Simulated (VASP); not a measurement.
# AgCl (Pm-3m) in VASP: single point with PBEsol+U

Aim: the single point of AgCl with PBEsol+U.

Program: VASP 6.6.1. These are calculated values, not measurements. Logs are shortened: lines on timing, memory, paths and dates and some standing lists are left out, and cuts for length are marked.

## Step 1: The cell of the first run

It takes space group Pm-3m (No. 221, cubic). The conventional cell has a = 3.434 Å, b = 3.434 Å, c = 3.434 Å, α = 90.00°, β = 90.00°, γ = 90.00°. Within 3.9 Å of Ag (site symmetry m-3m) lie 8 Cl at 2.97 Å and 6 Ag at 3.43 Å. Cl (site symmetry m-3m) has 8 Ag at 2.97 Å and 6 Cl at 3.43 Å within 3.9 Å.

## Step 2: Single point, PBEsol+U, collinear spin, zero start

The input, INCAR:

```
PREC = Accurate
ENCUT = 630
EDIFF = 1E-6
ISMEAR = 0
SIGMA = 0.1
LREAL = False
LASPH = True
NELM = 200
ALGO = Normal
ISIF = 2
LWAVE = False
LCHARG = False
ISPIN = 2
MAGMOM = 0 0
LORBIT = 11
LMAXMIX = 4
LDAU = True
LDAUTYPE = 1
LDAUL = 2 -1
LDAUU = 6.8 0
LDAUJ = 0.87 0
LDAUPRINT = 1
GGA = PS
NBANDS = 24
ISYM = 0
GGA_COMPAT = False
```

The input, KPOINTS:

```
Automatic mesh
0
Gamma
  1 4 1
```

The input, POSCAR:

```
AgCl
1.0
    3.4339730000      0.0000000000      0.0000000000
    0.0000000000      3.4339730000      0.0000000000
    0.0000000000      0.0000000000      3.4339730000
Ag Cl
1 1
Direct
    0.0000000000      0.0000000000      0.0000000000
    0.5000000000      0.5000000000      0.5000000000
```

Potentials or basis: VASP PAW PBE potentials, release 64 (Ag_sv_GW, Cl).

Command:

```console
$ cat potpaw_PBE.64/Ag_sv_GW/POTCAR potpaw_PBE.64/Cl/POTCAR > POTCAR
$ mpirun -np 1 vasp_std > vasp.out
```

OUTCAR:

```text
PREC = Accurate
   ENCUT = 630
   EDIFF = 1E-6
   ISMEAR = 0
   LREAL = False
   LASPH = True
   NELM = 200
   ISIF = 2
   ISPIN = 2
   LORBIT = 11
   GGA = PS
   ISYM = 0

 ion  position               nearest neighbor table
   1  0.000  0.000  0.000-
   2  0.500  0.500  0.500-

IMPORTANT INFORMATION: All symmetrisations will be switched off!
NOSYMM: (Re-)initialisation of all symmetry stuff for point group C_1.

----------------------------------------------------------------------------------------

                                     Primitive cell

  volume of cell :      40.4940

  direct lattice vectors                    reciprocal lattice vectors
     3.433973000  0.000000000  0.000000000     0.291207881  0.000000000  0.000000000
     0.000000000  3.433973000  0.000000000     0.000000000  0.291207881  0.000000000
     0.000000000  0.000000000  3.433973000     0.000000000  0.000000000  0.291207881

  length of vectors
     3.433973000  3.433973000  3.433973000     0.291207881  0.291207881  0.291207881

  position of ions in fractional coordinates (direct lattice)
     0.000000000  0.000000000  0.000000000
     0.500000000  0.500000000  0.500000000

  ion indices of the primitive-cell ions
   primitive index   ion index
                 1           1
                 2           2

----------------------------------------------------------------------------------------

 KPOINTS: Automatic mesh

Automatic generation of k-mesh.
 Grid dimensions read from file:
 generate k-points for:    1    4    1

 Generating k-lattice:

  Cartesian coordinates                     Fractional coordinates (reciprocal lattice)
     0.291207881  0.000000000  0.000000000     1.000000000  0.000000000  0.000000000
     0.000000000  0.072801970  0.000000000     0.000000000  0.250000000  0.000000000
     0.000000000  0.000000000  0.291207881     0.000000000  0.000000000  1.000000000

  Length of vectors
     0.291207881  0.072801970  0.291207881

  Shift w.r.t. Gamma in fractional coordinates (k-lattice)
     0.000000000  0.000000000  0.000000000

 -----------------------------------------------------------------------------
|                                                                             |
|           W    W    AA    RRRRR   N    N  II  N    N   GGGG   !!!           |
|           W    W   A  A   R    R  NN   N  II  NN   N  G    G  !!!           |
|           W    W  A    A  R    R  N N  N  II  N N  N  G       !!!           |
|           W WW W  AAAAAA  RRRRR   N  N N  II  N  N N  G  GGG   !            |
|           WW  WW  A    A  R   R   N   NN  II  N   NN  G    G                |
|           W    W  A    A  R    R  N    N  II  N    N   GGGG   !!!           |
|                                                                             |
|     Your reciprocal lattice and k-lattice belong to different lattice       |
|     classes:                                                                |
|                                                                             |
|        The reciprocal lattice is simple cubic,                              |
|        whereas your k-lattice is simple tetragonal.                         |
|                                                                             |
|     Results are often still useful ...                                      |
|                                                                             |
 -----------------------------------------------------------------------------

 WARNING: IBZKPT: internal override: KBLOWUP is changed to .FALSE.
      ... skipping the blow-up phase ...

 Subroutine IBZKPT returns following result:
 ===========================================

 Found      3 irreducible k-points:

 Following reciprocal coordinates:
            Coordinates               Weight
  0.000000  0.000000  0.000000      1.000000
  0.000000  0.250000  0.000000      2.000000
  0.000000  0.500000  0.000000      1.000000
   k-points           NKPTS =      3   k-points in BZ     NKDIM =      3   number of bands    NBANDS=     24
   number of dos      NEDOS =    301   number of ions     NIONS =      2
   total plane-waves  NPLWV =  21952
[... 39 lines left out ...]
   LORBIT       =     11    0 simple, 1 ext, 2 COOP (PROOUT), +10 PAW based schemes
 LDA+U is selected, type is set to LDAUTYPE =  1
   angular momentum for each species LDAUL =     2   -1
   U (eV)           for each species LDAUU =   6.8  0.0
   J (eV)           for each species LDAUJ =   0.9  0.0
   GGA     = PS    functional components
   LHFCALC =     F    Hartree Fock is set to
   AEXX    =    0.0000 exact exchange contribution
   IVDW    =     0    specifies the selected vdW correction
   LEPSILON=     F    determine dielectric tensor
   LRPA    =     F    only Hartree local field effects (RPA)
 spin polarized calculation
 Gauss-broadening in eV      SIGMA  =   0.10
  energy-cutoff  :      630.00
  volume of cell :       40.49
 maximum number of plane-waves:      1462
   NGX = 15   NGY = 15   NGZ = 15

 number of electron      26.0000016 magnetization       0.0000000

atom =   1  type =  1  l = 2

 onsite density matrix

spin component  1

  0.9036 -0.0000 -0.0000 -0.0000 -0.0000
 -0.0000  0.9036  0.0000 -0.0000 -0.0000
 -0.0000  0.0000  0.8395 -0.0000  0.0130
 -0.0000 -0.0000 -0.0000  0.9073  0.0000
 -0.0000 -0.0000  0.0130  0.0000  0.8546

spin component  2

  0.9036 -0.0000  0.0000  0.0000  0.0000
 -0.0000  0.9036  0.0000  0.0000  0.0000
  0.0000  0.0000  0.8395  0.0000  0.0130
  0.0000  0.0000  0.0000  0.9073  0.0000
  0.0000  0.0000  0.0130  0.0000  0.8546

 occupancies and eigenvectors

  o =  0.8320  v =  0.0000 -0.0000  0.8660  0.0000 -0.5000  0.0000  0.0000  0.0000  0.0000  0.0000      0.0000  0.0000  0.0000  0.0000  0.0000  0.0000  0.0000  0.0000  0.0000  0.0000
  o =  0.8320  v =  0.0000  0.0000  0.0000  0.0000  0.0000  0.0000 -0.0000 -0.8660  0.0000  0.5000      0.0000  0.0000  0.0000  0.0000  0.0000  0.0000  0.0000  0.0000  0.0000  0.0000
  o =  0.8621  v =  0.0000  0.0000  0.0000  0.0000  0.0000 -0.0000 -0.0000  0.5000 -0.0000  0.8660      0.0000  0.0000  0.0000  0.0000  0.0000  0.0000  0.0000  0.0000  0.0000  0.0000
  o =  0.8621  v = -0.0000 -0.0000 -0.5000 -0.0000 -0.8660  0.0000  0.0000  0.0000  0.0000  0.0000      0.0000  0.0000  0.0000  0.0000  0.0000  0.0000  0.0000  0.0000  0.0000  0.0000
  o =  0.9036  v =  0.0000  0.0000  0.0000  0.0000  0.0000  0.9657  0.2597  0.0000 -0.0001  0.0000      0.0000  0.0000  0.0000  0.0000  0.0000  0.0000  0.0000  0.0000  0.0000  0.0000
  o =  0.9036  v = -0.3254 -0.9456  0.0000 -0.0001  0.0000  0.0000  0.0000  0.0000  0.0000  0.0000      0.0000  0.0000  0.0000  0.0000  0.0000  0.0000  0.0000  0.0000  0.0000  0.0000
  o =  0.9036  v = -0.9456  0.3254  0.0000 -0.0001  0.0000  0.0000  0.0000  0.0000  0.0000  0.0000      0.0000  0.0000  0.0000  0.0000  0.0000  0.0000  0.0000  0.0000  0.0000  0.0000
  o =  0.9036  v =  0.0000  0.0000  0.0000  0.0000  0.0000 -0.2597  0.9657  0.0000 -0.0001  0.0000      0.0000  0.0000  0.0000  0.0000  0.0000  0.0000  0.0000  0.0000  0.0000  0.0000
  o =  0.9073  v =  0.0000  0.0000  0.0000  0.0000  0.0000  0.0001  0.0001  0.0000  1.0000  0.0000      0.0000  0.0000  0.0000  0.0000  0.0000  0.0000  0.0000  0.0000  0.0000  0.0000
  o =  0.9073  v = -0.0001 -0.0001 -0.0000  1.0000 -0.0000  0.0000  0.0000  0.0000  0.0000  0.0000      0.0000  0.0000  0.0000  0.0000  0.0000  0.0000  0.0000  0.0000  0.0000  0.0000

 number of electron      26.0000016 magnetization      -0.0000000

 Free energy of the ion-electron system (eV)
  ---------------------------------------------------
  ext. energy  EPLUGINS =         0.00000000
  ---------------------------------------------------
  free energy    TOTEN  =         1.52824902 eV

  energy without entropy =        1.52825071  energy(sigma->0) =        1.52824986

 E-fermi :   3.6561     XC(G=0): -10.5300

 val. band max:        3.3335456166   @ k =   0.0000   0.5000   0.0000
 cond. band min:       3.9681268455   @ k =   0.0000   0.0000   0.0000
 fundamental gap:      0.6345812289
 Fermi energy:         3.6560567633

 spin component 1

 k-point     1 :       0.0000    0.0000    0.0000
  band No.  band energies     occupation
      1     -85.3626      1.00000
      2     -48.9679      1.00000
      3     -48.9679      1.00000
      4     -48.9498      1.00000
      5     -10.8271      1.00000
      6      -0.6510      1.00000
[... 70 lines left out ...]
     23      24.1336      0.00000
     24      24.1359      0.00000
 Fermi energy:         3.6560567633

 spin component 2

 k-point     1 :       0.0000    0.0000    0.0000
  band No.  band energies     occupation
      1     -85.3626      1.00000
      2     -48.9679      1.00000
      3     -48.9679      1.00000
      4     -48.9498      1.00000
      5     -10.8271      1.00000
      6      -0.6510      1.00000
[... 70 lines left out ...]
     23      24.1337      0.00000
     24      24.1338      0.00000

------------------------ aborting loop because EDIFF is reached ----------------------------------------

  FORCE on cell =-STRESS in cart. coord.  units (eV):
  Direction    XX          YY          ZZ          XY          YZ          ZX
  --------------------------------------------------------------------------------------
  -------------------------------------------------------------------------------------
  Total        1.1979886      0.9040479      1.1979105      0.0000122     -0.0000241     -0.0000195
  in kB       47.3993781     35.7693789     47.3962867      0.0004813     -0.0009550     -0.0007716
  external PRESSURE =      43.5216812 kB  Pullay stress =       0.0000000 kB

 VOLUME and BASIS-vectors are now :
 -----------------------------------------------------------------------------
  energy-cutoff  :      630.00
  volume of cell :       40.49
      direct lattice vectors                 reciprocal lattice vectors
     3.433973000  0.000000000  0.000000000     0.291207881  0.000000000  0.000000000
     0.000000000  3.433973000  0.000000000     0.000000000  0.291207881  0.000000000
     0.000000000  0.000000000  3.433973000     0.000000000  0.000000000  0.291207881

 POSITION                                       TOTAL-FORCE (eV/Angst)
 -----------------------------------------------------------------------------------
      0.00000      0.00000      0.00000        -0.000003     -0.000015      0.000039
      1.71699      1.71699      1.71699         0.000003      0.000015     -0.000039
 -----------------------------------------------------------------------------------
    total drift:                                0.000005     -0.000038      0.000063

  FREE ENERGIE OF THE ION-ELECTRON SYSTEM (eV)
  ---------------------------------------------------
  free  energy   TOTEN  =         1.5282490173 eV

  energy  without entropy=        1.5282507058  energy(sigma->0) =        1.52824986

 total charge

# of ion       s       p       d       f       tot
--------------------------------------------------
    1        2.076   5.977   8.767   0.004  16.824
    2        1.498   3.663   0.000   0.000   5.161
--------------------------------------------------
tot          3.575   9.640   8.767   0.004  21.985

 magnetization (x)

# of ion       s       p       d       f       tot
--------------------------------------------------
    1       -0.000   0.000  -0.000  -0.000  -0.000
    2       -0.000  -0.000   0.000   0.000  -0.000
--------------------------------------------------
tot         -0.000  -0.000  -0.000  -0.000  -0.000
```

It took 9.9 s on 1 thread of AMD EPYC 7R13 (Zen 3), shared host; peak memory 0.15 GiB.

What came out:

| Item | Value |
| --- | --- |
| Free energy | 1.5282 eV |
| Pressure | 4.4 GPa |
| Band gap on the k mesh | 0.63 eV (least direct gap 1.73 eV) |
| Net moment | 0.00 μB per cell |
| Valence electrons inside the program's atomic spheres | Ag 16.82; Cl 5.16 |

Eigenvalues of the final occupation matrices:
```csv
site,spin,trace,eigenvalues
site 1 d,1,4.41,0.83 0.86 0.90 0.90 0.91
site 1 d,2,4.41,0.83 0.86 0.90 0.90 0.91
```

Caveat: the k points lie up to 1.83 Å⁻¹ apart, too coarse for converged energies, forces and pressures; semilocal functionals underestimate gaps, and a narrow one can read as zero; the PAW data sets were made with another functional, which shifts forces and pressure a little.
